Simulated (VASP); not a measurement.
CuO:

```
Cu O
1.0
     2.34465   -1.71340    0.00000
     2.34465    1.71340    0.00000
    -0.86055    0.00000    5.05944
Cu O
2 2
Direct
  0.00320 0.49680 0.00000
  0.49680 0.00320 0.50000
  0.57140 0.40560 0.25370
  0.40560 0.57140 0.75370
```

Base run:

* Program: VASP 6.6.1
* Functional: PBE
* Potentials or basis: VASP PAW PBE potentials, release 64 (Cu, O)
* Cutoff: 520 eV
* k mesh: 7 × 7 × 4
* Occupations: fermi-dirac, width 0.03 eV
* Spin: collinear spin
* Starting moments: [0.075, 0.075, 0.0, 0.0] μB
* Fixed moment: 0.15 μB

Its results: pressure 6.4 GPa; site moments Cu +0.05; O +0.03 μB; largest force 0.787 eV/Å.

Problem. The run is repeated on the same cell with these changes: fixed moment from 0.15 μB to 1.05 μB; moments at the start from [0.08, 0.08, 0.0, 0.0] to [0.52, 0.52, 0.0, 0.0]. What comes out?

Solution. Pressure 6.8 GPa; site moments Cu +0.32; O +0.18 μB; largest force 0.815 eV/Å.

Caveats: the cell stands under pressure; the total moment is fixed, so each spin has its own Fermi level.
